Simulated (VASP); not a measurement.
# NbTe (P-6m2) in VASP: notebook

The runs below take NbTe through single point, with PBEsol.

Program: VASP 6.6.1. These are calculated values, not measurements. Logs are shortened: lines on timing, memory, paths and dates and some standing lists are left out, and cuts for length are marked.

### 1 The cell of the first run

The structure is hexagonal, space group P-6m2 (No. 187). Conventional cell: a = 3.629 Å, b = 3.629 Å, c = 3.694 Å, α = 90.00°, β = 90.00°, γ = 120.00°. Te (site symmetry -6m2) has 6 Nb at 2.79 Å and 8 Te at 3.63 to 3.69 Å within 3.7 Å. Nb (site symmetry -6m2) has 6 Te at 2.79 Å and 8 Nb at 3.63 to 3.69 Å within 3.7 Å.

### 2 Single point, PBEsol

INCAR

```
PREC     = Accurate       # precision mode
ENCUT    = 520            # plane-wave cutoff, eV
EDIFF    = 1E-6           # SCF threshold, eV
ISMEAR   = -1             # smearing method
SIGMA    = 0.05           # smearing width, eV
LREAL    = F              # projectors in reciprocal space
LASPH    = T              # aspherical terms in the spheres
NELM     = 60             # most SCF steps
ALGO     = Normal         # electronic algorithm
ISIF     = 2              # what is computed and relaxed
LWAVE    = F              # write WAVECAR
LCHARG   = T              # write CHGCAR
GGA      = PS             # functional
LELF     = T              # ELF
LVHAR    = T            
NBANDS   = 16             # bands
```

KPOINTS

```
Automatic mesh
0
Gamma
  7 7 6
```

POSCAR

```
NbTe
1.0
    3.6289148989      0.0000000000      0.0000000000
   -1.8144574494      3.1427324906      0.0000000000
    0.0000000000      0.0000000000      3.6942110000
Te Nb
1 1
Direct
    0.6666666667      0.3333333333      0.0000000000
    0.0000000000      0.0000000000      0.5000000000
```

Potentials or basis: VASP PAW PBE potentials, release 64 (Te, Nb_sv).

Started as:

```console
cat potpaw_PBE.64/Te/POTCAR potpaw_PBE.64/Nb_sv/POTCAR > POTCAR
mpirun -np 1 vasp_std > vasp.out
```

OUTCAR:

```text
PREC = Accurate
   ENCUT = 520
   EDIFF = 1E-6
   ISMEAR = -1
   LREAL = F
   LASPH = T
   NELM = 60
   ISIF = 2
   GGA = PS

 ion  position               nearest neighbor table
   1  0.667  0.333  0.000-   2 2.79   2 2.79   2 2.79   2 2.79   2 2.79   2 2.79
   2  0.000  0.000  0.500-   1 2.79   1 2.79   1 2.79   1 2.79   1 2.79   1 2.79

  LATTYP: Found a hexagonal cell.
 ALAT       =     3.6289148989
 C/A-ratio  =     1.0179932853

  Lattice vectors:

 A1 = (   3.6289148989,   0.0000000000,   0.0000000000)
 A2 = (  -1.8144574494,   3.1427324906,   0.0000000000)
 A3 = (   0.0000000000,   0.0000000000,   3.6942110000)

Analysis of symmetry for initial positions (statically):
=====================================================================
 Subroutine PRICEL returns:
 Original cell was already a primitive cell.

 Routine SETGRP: Setting up the symmetry group for a
 hexagonal supercell.

 Subroutine GETGRP returns: Found 12 space group operations
 (whereof 12 operations were pure point group operations)
 out of a pool of 24 trial point group operations.

The static configuration has the point symmetry D_3h.

Analysis of symmetry for dynamics (positions and initial velocities):
=====================================================================
 Subroutine PRICEL returns:
 Original cell was already a primitive cell.

 Routine SETGRP: Setting up the symmetry group for a
 hexagonal supercell.

 Subroutine GETGRP returns: Found 12 space group operations
 (whereof 12 operations were pure point group operations)
 out of a pool of 24 trial point group operations.

The dynamic configuration has the point symmetry D_3h.

 Subroutine INISYM returns: Found 12 space group operations
 (whereof 12 operations are pure point group operations),
 and found     1 'primitive' translations

----------------------------------------------------------------------------------------

                                     Primitive cell

  volume of cell :      42.1314

  direct lattice vectors                    reciprocal lattice vectors
     3.628914899  0.000000000  0.000000000     0.275564467  0.159097219  0.000000000
    -1.814457449  3.142732491  0.000000000     0.000000000  0.318194438  0.000000000
     0.000000000  0.000000000  3.694211000     0.000000000  0.000000000  0.270693796

  length of vectors
     3.628914899  3.628914899  3.694211000     0.318194438  0.318194438  0.270693796

  position of ions in fractional coordinates (direct lattice)
     0.666666667  0.333333333  0.000000000
     0.000000000  0.000000000  0.500000000

  ion indices of the primitive-cell ions
   primitive index   ion index
                 1           1
                 2           2

----------------------------------------------------------------------------------------

 KPOINTS: Automatic mesh

Automatic generation of k-mesh.
 Grid dimensions read from file:
 generate k-points for:    7    7    6

 Generating k-lattice:

  Cartesian coordinates                     Fractional coordinates (reciprocal lattice)
     0.039366352  0.022728174  0.000000000     0.142857143  0.000000000  0.000000000
     0.000000000  0.045456348  0.000000000     0.000000000  0.142857143  0.000000000
     0.000000000  0.000000000  0.045115633     0.000000000  0.000000000  0.166666667

  Length of vectors
     0.045456348  0.045456348  0.045115633

  Shift w.r.t. Gamma in fractional coordinates (k-lattice)
     0.000000000  0.000000000  0.000000000

 Subroutine IBZKPT returns following result:
 ===========================================

 Found     32 irreducible k-points:

 Following reciprocal coordinates:
            Coordinates               Weight
  0.000000  0.000000  0.000000      1.000000
  0.142857  0.000000  0.000000      6.000000
  0.285714  0.000000  0.000000      6.000000
  0.428571  0.000000  0.000000      6.000000
  0.142857  0.142857  0.000000      6.000000
  0.285714  0.142857  0.000000     12.000000
[... 16 lines left out ...]
  0.428571  0.142857  0.333333     12.000000
  0.285714  0.285714  0.333333     12.000000
 [... further k-points ...]
   k-points           NKPTS =     32   k-points in BZ     NKDIM =     32   number of bands    NBANDS=     16
   number of dos      NEDOS =    301   number of ions     NIONS =      2
   total plane-waves  NPLWV =  21952
   dimension x,y,z NGX =    28 NGY =   28 NGZ =   28
   dimension x,y,z NGXF=    56 NGYF=   56 NGZF=   56
   ions per type =               1   1
   NGX,Y,Z   is equivalent  to a cutoff of  12.83, 12.83, 12.60 a.u.
   NGXF,Y,Z  is equivalent  to a cutoff of  25.65, 25.65, 25.20 a.u.
 SYSTEM =  unknown system
   PREC   = accura    normal or accurate (medium, high low for compatibility)
   ISTART =      0    job   : 0-new  1-cont  2-samecut
   ICHARG =      2    charge: 1-file 2-atom 10-const
   ISPIN  =      1    spin polarized calculation?
   LNONCOLLINEAR =      F non collinear calculations
   LSORBIT =      F    spin-orbit coupling
   LASPH  =      T    aspherical Exc in radial PAW
   ENCUT  =  520.0 eV  38.22 Ry    6.18 a.u.   6.75  6.75  6.87*2*pi/ulx,y,z
   NELM   =     60;   NELMIN=  2; NELMDL= -5     # of ELM steps
   EDIFF  = 0.1E-05   stopping-criterion for ELM
   LREAL  =      F    real-space projection
   EDIFFG = 0.1E-04   stopping-criterion for IOM
   NSW    =      0    number of steps for IOM
   IBRION =     -1    ionic relax: 0-MD 1-quasi-New 2-CG
   NFREE  =      0    steps in history (QN), initial steepest desc. (CG)
   ISIF   =      2    stress and relaxation
   ISYM   =      2    0-nonsym 1-usesym 2-fastsym
   POTIM  = 0.5000    time-step for ionic-motion
   TEBEG  =    0.0;   TEEND  =   0.0 temperature during run
   PSTRESS=    0.0 pullay stress
   NELECT =      19.0000    total number of electrons
   NUPDOWN=      -1.0000    fix difference up-down
   EMIN   =  10.00;   EMAX   =-10.00  energy-range for DOS
   EFERMI =   0.00;   METHOD = LEGACY
   ISMEAR =    -1;   SIGMA  =   0.05  broadening in eV -4-tet -1-fermi 0-gaus
   EFERMI_NEDOS =   21; number of points for ismear=-14 and -15
   IALGO  =     38    algorithm
   IMIX   =      4    mixing-type and parameters
     AMIX     =   0.40;   BMIX     =  1.00
     AMIX_MAG =   1.60;   BMIX_MAG =  1.00
  volume/ion in A,a.u.               =      21.07       142.16
  Fermi-wavevector in a.u.,A,eV,Ry     =   1.255425  2.372409 21.444029  1.576092
  Thomas-Fermi vector in A             =   2.389182
   LORBIT       =      0    0 simple, 1 ext, 2 COOP (PROOUT), +10 PAW based schemes
   GGA     = PS    functional components
   LHFCALC =     F    Hartree Fock is set to
   AEXX    =    0.0000 exact exchange contribution
   IVDW    =     0    specifies the selected vdW correction
   LEPSILON=     F    determine dielectric tensor
   LRPA    =     F    only Hartree local field effects (RPA)
 non-spin polarized calculation
  energy-cutoff  :      520.00
  volume of cell :       42.13
 maximum number of plane-waves:      1153
 NGX is ok and might be reduce to    28
   NGX = 13   NGY = 13   NGZ = 13

 number of electron      19.0000002 magnetization

 Free energy of the ion-electron system (eV)
  ---------------------------------------------------
  ext. energy  EPLUGINS =         0.00000000
  ---------------------------------------------------
  free energy    TOTEN  =       -14.89622500 eV

  energy without entropy =      -14.88512452  energy(sigma->0) =      -14.89067476

 E-fermi :  11.4594     XC(G=0): -11.5924

 val. band max:       11.4077392724   @ k =   0.1429   0.1429   0.5000
 cond. band min:      11.5025415778   @ k =   0.2857   0.0000   0.3333
 fundamental gap:      0.0948023054
 Fermi energy:        11.4594003484

 k-point     1 :       0.0000    0.0000    0.0000
  band No.  band energies     occupation
      1     -43.9592      2.00000
      2     -20.2126      2.00000
      3     -19.9788      2.00000
      4     -19.9788      2.00000
      5      -3.0402      2.00000
      6       8.2657      2.00000
[... 8 lines left out ...]
     15      17.3925      0.00000
     16      18.7004      0.00000

 k-point     2 :       0.1429    0.0000    0.0000
  band No.  band energies     occupation
      1     -43.9569      2.00000
      2     -20.2071      2.00000
      3     -20.0110      2.00000
      4     -19.9863      2.00000
      5      -2.7728      2.00000
      6       7.3146      2.00000
[... 8 lines left out ...]
     15      17.3961      0.00000
     16      19.7399      0.00000

 k-point     3 :       0.2857    0.0000    0.0000
  band No.  band energies     occupation
      1     -43.9519      2.00000
      2     -20.1947      2.00000
      3     -20.0826      2.00000
      4     -20.0032      2.00000
      5      -2.0665      2.00000
      6       5.6097      2.00000
[... 8 lines left out ...]
     15      18.7380      0.00000
     16      20.3522      0.00000

 k-point     4 :       0.4286    0.0000    0.0000
  band No.  band energies     occupation
      1     -43.9478      2.00000
      2     -20.1847      2.00000
      3     -20.1392      2.00000
      4     -20.0167      2.00000
      5      -1.3116      2.00000
      6       4.2409      2.00000
[... 8 lines left out ...]
     15      17.5068      0.00000
     16      20.3218      0.00000
[... 324 lines left out ...]
 k-point    22 :       0.2857    0.1429    0.3333
  band No.  band energies     occupation
      1     -43.9447      2.00000
      2     -20.2677      2.00000
      3     -20.0973      2.00000
      4     -20.0150      2.00000
      5      -1.1348      2.00000
      6       5.3525      2.00000
[... 8 lines left out ...]
     15      18.0949      0.00000
     16      18.7038      0.00000

 k-point    23 :       0.4286    0.1429    0.3333
  band No.  band energies     occupation
      1     -43.9427      2.00000
      2     -20.2603      2.00000
      3     -20.1198      2.00000
      4     -20.0251      2.00000
      5      -0.8853      2.00000
      6       4.8718      2.00000
[... 8 lines left out ...]
     15      17.3190      0.00000
     16      18.8729      0.00000

 k-point    24 :       0.2857    0.2857    0.3333
  band No.  band energies     occupation
      1     -43.9422      2.00000
      2     -20.2585      2.00000
      3     -20.1002      2.00000
      4     -20.0531      2.00000
      5      -0.8265      2.00000
      6       5.1919      2.00000
[... 8 lines left out ...]
     15      16.9781      0.00000
     16      19.8197      0.00000

 [... further k-points ...]
[... 5 lines left out ...]
  --------------------------------------------------------------------------------------
  -------------------------------------------------------------------------------------
  Total       -0.1119296     -0.1119296     -0.4513763     -0.0000000      0.0000000     -0.0000000
  in kB       -4.2564700     -4.2564700    -17.1649850     -0.0000000      0.0000000     -0.0000000
  external PRESSURE =      -8.5593083 kB  Pullay stress =       0.0000000 kB

 VOLUME and BASIS-vectors are now :
 -----------------------------------------------------------------------------
  energy-cutoff  :      520.00
  volume of cell :       42.13
      direct lattice vectors                 reciprocal lattice vectors
     3.628914899  0.000000000  0.000000000     0.275564467  0.159097219  0.000000000
    -1.814457449  3.142732491  0.000000000     0.000000000  0.318194438  0.000000000
     0.000000000  0.000000000  3.694211000     0.000000000  0.000000000  0.270693796

 POSITION                                       TOTAL-FORCE (eV/Angst)
 -----------------------------------------------------------------------------------
      1.81446      1.04758      0.00000         0.000000      0.000000      0.000000
      0.00000      0.00000      1.84711        -0.000000      0.000000      0.000000
 -----------------------------------------------------------------------------------
    total drift:                               -0.000000      0.000000      0.000000

  FREE ENERGIE OF THE ION-ELECTRON SYSTEM (eV)
  ---------------------------------------------------
  free  energy   TOTEN  =       -14.8962250016 eV

  energy  without entropy=      -14.8851245198  energy(sigma->0) =      -14.89067476
```

Run time: 9 s. Hardware: 1 thread of Intel Xeon 6975P-C (Granite Rapids), shared host; peak memory 0.17 GiB.

What came out:

| Quantity | Value |
| --- | --- |
| Free energy | -14.8962 eV |
| Pressure | -0.9 GPa |

Stress tensor (GPa, compression positive):
```
-0.43  0.00  0.00
 0.00 -0.43  0.00
 0.00  0.00 -1.72
```

Caveat: the PAW data sets were made with another functional, which shifts forces and pressure a little; spin-orbit coupling is left out, which moves the levels of the heavy elements.

### 3 Single point, PBEsol

This run uses another cell than the first one, of 21.50 Å³/atom, 1.021 times its volume.

INCAR

```
  PREC = Accurate
  ENCUT = 520
  EDIFF = 1E-6
  ISMEAR = -1
  SIGMA = 0.05
  LREAL = F
  LASPH = T
  NELM = 60
  ALGO = Normal
  ISIF = 2
  LWAVE = F
  LCHARG = T
  GGA = PS
  LELF = T
  LVHAR = T
  NBANDS = 16
```

KPOINTS is that of step 2.

POSCAR

```
NbTe
1.0
    3.6659446427      0.0000000000      0.0000000000
   -1.8329723214      3.1748011895      0.0000000000
    0.0000000000      0.0000000000      3.6942110000
Te Nb
1 1
Direct
    0.6666666667      0.3333333333      0.0000000000
    0.0000000000      0.0000000000      0.5000000000
```

Potentials or basis: VASP PAW PBE potentials, release 64 (Te, Nb_sv).

Started as:

```console
cat potpaw_PBE.64/Te/POTCAR potpaw_PBE.64/Nb_sv/POTCAR > POTCAR
mpirun -np 1 vasp_std > vasp.out
```

Run time: 8.8 s. Hardware: 1 thread of Intel Xeon 6975P-C (Granite Rapids), shared host; peak memory 0.16 GiB.

Results (log left out):

| Property | Result |
| --- | --- |
| Free energy | -14.8873 eV |
| Pressure | -3.2 GPa |

Stress tensor (GPa, compression positive):
```
-2.92  0.00  0.00
 0.00 -2.92  0.00
 0.00  0.00 -3.76
```

Levels at points of the mesh, in eV from the Fermi level:
```
           k point  band 7  band 8  band 9  band 10  band 11  band 12  band 13  band 14
(0.00, 0.00, 0.00)   -3.10   -3.08   -2.40     0.16     0.16     2.55     2.55     3.01
(0.00, 0.00, 0.50)   -2.56   -2.56   -0.95    -0.95     0.61     1.75     1.75     5.41
```

Caveat: the PAW data sets were made with another functional, which shifts forces and pressure a little; spin-orbit coupling is left out, which moves the levels of the heavy elements.

[end of part 1 of 2]
